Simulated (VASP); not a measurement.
Set up this calculation in VASP 6.6.1, as the native input.

- Task: single point
- Functional: LDA
- Potentials or basis: VASP PAW LDA potentials, release 64 (Ti_sv, Zn)
- Cutoff: 520 eV
- k mesh: 12 × 12 × 12
- Occupations: gaussian, width 0.15 eV
- Spin: no spin polarisation
- Dipole correction: no
- Further INCAR settings: ALGO = Fast; EDIFF = 1e-06; NBANDS = 32

The structure of Ti3Zn lies in POSCAR:

```
Ti3Zn
1.0
    3.9783618570     -0.0353204039     -0.0353204039
   -0.0353204039      3.9783618570     -0.0353204039
   -0.0353204039     -0.0353204039      3.9783618570
Ti Zn
3 1
Direct
    0.0000000000      0.5000000000      0.5000000000
    0.5000000000      0.0000000000      0.5000000000
    0.5000000000      0.5000000000      0.0000000000
    0.0000000000      0.0000000000      0.0000000000
```

These files were run (other wordings do the same):

INCAR

```
ALGO = Fast
EDIFF = 1E-6
ENCUT = 520
ISIF = 2
ISMEAR = 0
LASPH = True
LCHARG = False
LREAL = False
LWAVE = False
NBANDS = 32
NELM = 60
PREC = Accurate
SIGMA = 0.15
```

KPOINTS

```
k-points
0
Gamma
  12 12 12
```

Potentials or basis: VASP PAW LDA potentials, release 64 (Ti_sv, Zn).

The run is started by

```sh
$ cat potpaw_LDA.64/Ti_sv/POTCAR potpaw_LDA.64/Zn/POTCAR > POTCAR
$ mpirun -np 1 vasp_std > vasp.out
```

It gave:

- Pressure: -5.8 GPa
- Band gap on the k mesh: zero (bands 24 and 25 overlap by 0.37 eV)

Caveat: the cell stands under tension.

Wall time 9.2 min on 1 thread of Intel(R) Xeon(R) 6975P-C (Granite Rapids) (shared host), peak memory 0.39 GiB.
